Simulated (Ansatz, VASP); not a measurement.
One calculation of HgH5, two programs

```
CELL_PARAMETERS angstrom
4.08587 0.00000 0.00000
-2.04294 3.53847 0.00000
0.00000 0.00000 2.82417
ATOMIC_POSITIONS crystal
Hg 0.00000 0.00000 0.00000
H 0.00000 0.50000 0.50000
H 0.33333 0.66667 0.00000
H 0.66667 0.33333 0.00000
H 0.50000 0.00000 0.50000
H 0.50000 0.50000 0.50000
```

Change from the starting cell: species swapped into the LaCu5 type (P6/mmm, No. 191).

Alike in both runs: functional PBE; k mesh 6 × 6 × 6; occupations gaussian, width 0.1 eV; no spin polarisation.

Ansatz relaxed the structure, and its values are those at the end. VASP's run is a single point on that final structure, the one shown.

|  | VASP | Ansatz |
| --- | --- | --- |
| version | VASP 6.6.1 | Ansatz 0.2.0 |
| potentials or method | VASP PAW PBE potentials, release 64 (Hg_sv_GW, H), cutoff 550 eV | scalar-relativistic, plane waves, PAW |
| valence electrons in the cell | 25 | 25 |

|  | VASP | Ansatz | Ansatz less VASP |
| --- | --- | --- | --- |
| gap on the k mesh at the Fermi level (eV) | none | none | - |
| pressure (GPa) | -0.5 | -0.3 | +0.28 |

A gap of «none» marks a metal or a gap that the smearing closes.

The k mesh is coarse, so the values compare programs but aren't converged. Spin-orbit coupling is off throughout.
